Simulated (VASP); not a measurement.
A run of VASP 6.6.1:

File INCAR:

```
SYSTEM = PbS
PREC = Accurate
ENCUT = 520
EDIFF = 1E-7
ISMEAR = 0
SIGMA = 0.05
LREAL = .False.
LASPH = .True.
NELM = 100
ALGO = Normal
ISIF = 2
LWAVE = .False.
LCHARG = .True.
GGA = PE
LELF = .True.
LVHAR = .True.
NBANDS = 17
```

KPOINTS

```
regular mesh
0
Gamma
  10 10 10
  0 0 0
```

File POSCAR:

```
PbS
1.0
   -0.0125306292      3.0290858138      2.9433647383
    3.0334285325     -0.0314177767      2.9622518857
    3.0146697023      3.0292141310     -0.0126589465
Pb S
1 1
Direct
    0.4875552733      0.4976180984      0.4858389239
    0.0124447267      0.0023819016      0.0141610761
```

Potentials or basis: VASP PAW PBE potentials, release 64 (Pb_d, S).

Run with:

```bash
$ cat potpaw_PBE.64/Pb_d/POTCAR potpaw_PBE.64/S/POTCAR > POTCAR
$ mpirun -np 1 vasp_std > vasp.out
```

Hardware: 1 thread of Intel(R) Xeon(R) Platinum 8488C (Sapphire Rapids) (shared host).

Problem. Estimate the wall time of this run.

Solution. Run time: 4.5 min on 1 thread of Intel(R) Xeon(R) Platinum 8488C (Sapphire Rapids) (shared host), peak memory 0.53 GiB. Counts: scf iterations 13, k points 504.
